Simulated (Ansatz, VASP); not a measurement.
# Pt in VASP and in Ansatz

The input POSCAR:

```
Pt
1.0
   -1.5694863910      1.5694863910      1.5694863910
    1.5694863910     -1.5694863910      1.5694863910
    1.5694863910      1.5694863910     -1.5694863910
Pt
1
Direct
    0.0000000000      0.0000000000      0.0000000000
```

Contents of INCAR.step1:

```
SYSTEM = Pt
PREC = Accurate
ENCUT = 520
ISMEAR = 0
SIGMA = 0.15
LREAL = .FALSE.
LASPH = .TRUE.
NELM = 100
NBANDS = 11
GGA = PE
ALGO = Normal
EDIFF = 1E-4
LWAVE = .TRUE.
LCHARG = .FALSE.
```

File INCAR.step2:

```
SYSTEM = Pt
PREC = Accurate
ENCUT = 520
EDIFF = 1E-7
ISMEAR = 0
SIGMA = 0.15
LREAL = .FALSE.
LASPH = .TRUE.
NELM = 100
ALGO = Normal
ISIF = 2
LWAVE = .FALSE.
LCHARG = .FALSE.
METAGGA = R2SCAN
LMIXTAU = .TRUE.
NBANDS = 11
ISTART = 1
```

The input KPOINTS:

```
Automatic mesh
0
G
  16 16 16
  0 0 0
```

Input for Ansatz:

```yaml
crystal:
  lattice:
    - [-1.569486391, 1.569486391, 1.569486391]
    - [1.569486391, -1.569486391, 1.569486391]
    - [1.569486391, 1.569486391, -1.569486391]
  atoms:
    - { symbol: Pt, position: [0.0, 0.0, 0.0] }
basis:
  ecutwfc: 500
kpoints:
  mp_grid: { grid: [16, 16, 16] }
hamiltonian:
  xc: r2scan
scf:
  occupations: { method: gaussian, width: 0.15 }
output:
  forces: true
  stress: true
  eigenvalues: true
```

Alike in both runs: task single point; functional r2SCAN; k mesh 16 × 16 × 16; occupations gaussian, width 0.15 eV; no spin polarisation.

|  | VASP | Ansatz |
| --- | --- | --- |
| version | VASP 6.6.1 | Ansatz 0.2.0 |
| potentials or method | VASP PAW PBE potentials, release 64 (Pt), cutoff 520 eV | scalar-relativistic, plane waves, PAW |
| valence electrons in the cell | 10 | 18 |

|  | VASP | Ansatz | Ansatz less VASP |
| --- | --- | --- | --- |
| gap on the k mesh at the Fermi level (eV) | none | none | - |
| pressure (GPa) | 1.0 | 0.4 | -0.63 |

VASP's potentials were made for PBE, not for r2SCAN. A gap of «none» marks a metal or a gap that the smearing closes. VASP's potentials hold 10 valence electrons a cell and Ansatz's 18, so a difference there can come from the potentials and not from the codes.

Neither program's run includes spin-orbit coupling.
